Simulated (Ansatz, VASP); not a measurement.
HfB, level by level in two programs

```
CELL_PARAMETERS angstrom
0.00000 2.31000 2.31000
2.31000 0.00000 2.31000
2.31000 2.31000 0.00000
ATOMIC_POSITIONS crystal
Hf 0.50000 0.50000 0.50000
B 0.00000 0.00000 0.00000
```

Single points on this cell with VASP 6.6.1 and Ansatz 0.2.0. Each row is one pair of runs. Alike in all rows: spin: off; k mesh: 10 × 10 × 10; VASP's potentials, cutoff: VASP PAW PBE potentials, release 64 (Hf_pv, B), 520 eV.

```tsv
level	smearing	Ansatz's potentials, cutoff	gap on the k mesh at the Fermi level (eV), VASP	gap on the k mesh at the Fermi level (eV), Ansatz
RPBE+D3(BJ)+U (Hf d U = 3.0 eV)	fermi-dirac, width 0.025 eV	JTH PAW, 1230 eV	none	none
PBE	gaussian, width 0.029 eV	Ansatz PAW, 420 eV	none	none
PBE	gaussian, width 0.012 eV	Ansatz PAW, 420 eV	none	none
PBE	gaussian, width 0.013 eV	Ansatz PAW, 420 eV	none	none
PBE	gaussian, width 0.015 eV	Ansatz PAW, 420 eV	none	none
PBE	gaussian, width 0.016 eV	Ansatz PAW, 420 eV	none	none
PBE	gaussian, width 0.017 eV	Ansatz PAW, 420 eV	none	none
PBE	gaussian, width 0.018 eV	Ansatz PAW, 420 eV	none	none
```

VASP's potentials hold 13 valence electrons a cell and Ansatz's 15; VASP's potentials hold 13 valence electrons a cell and Ansatz's 29, so a difference there can come from the potentials and not from the codes.

A gap of «none» marks a metal or a gap that the smearing closes.

Spin-orbit coupling is off throughout.
